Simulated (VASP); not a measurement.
A run of VASP 6.6.1 is set up as follows.

INCAR

```
SYSTEM = AlN
ALGO     = Normal         ! electronic algorithm
EDIFF    = 1E-7           ! SCF threshold, eV
ENCUT    = 520            ! plane-wave cutoff, eV
GGA      = PE             ! functional
ISIF     = 2              ! what is computed and relaxed
ISMEAR   = 0              ! smearing method
LASPH    = .True.         ! aspherical terms in the spheres
LCHARG   = .False.        ! write CHGCAR
LREAL    = .False.        ! projectors in reciprocal space
LWAVE    = .False.        ! write WAVECAR
NBANDS   = 16             ! bands
NELM     = 60             ! most SCF steps
PREC     = Accurate       ! precision mode
SIGMA    = 0.05           ! smearing width, eV
```

File KPOINTS:

```
k-points
0
Gamma
  9 9 6
  0 0 0
```

POSCAR

```
AlN
1.0
    3.3134793403      0.0000000000      0.0000000000
   -1.6567396702      2.8695572836      0.0000000000
    0.0000000000      0.0000000000      3.9363000000
Al N
2 2
Direct
    0.3333333333      0.6666666667      0.7500000000
    0.6666666667      0.3333333333      0.2500000000
    0.3333333333      0.6666666667      0.2500000000
    0.6666666667      0.3333333333      0.7500000000
```

Potentials or basis: VASP PAW PBE potentials, release 64 (Al, N).

Command:

```sh
$ cat potpaw_PBE.64/Al/POTCAR potpaw_PBE.64/N/POTCAR > POTCAR
$ mpirun -np 1 vasp_std > vasp.out
```

(1) Estimate the pressure.

(2) Estimate the band gap on the k mesh.

## Answers

(1) 13.9 GPa.

(2) 3.86 eV, direct.
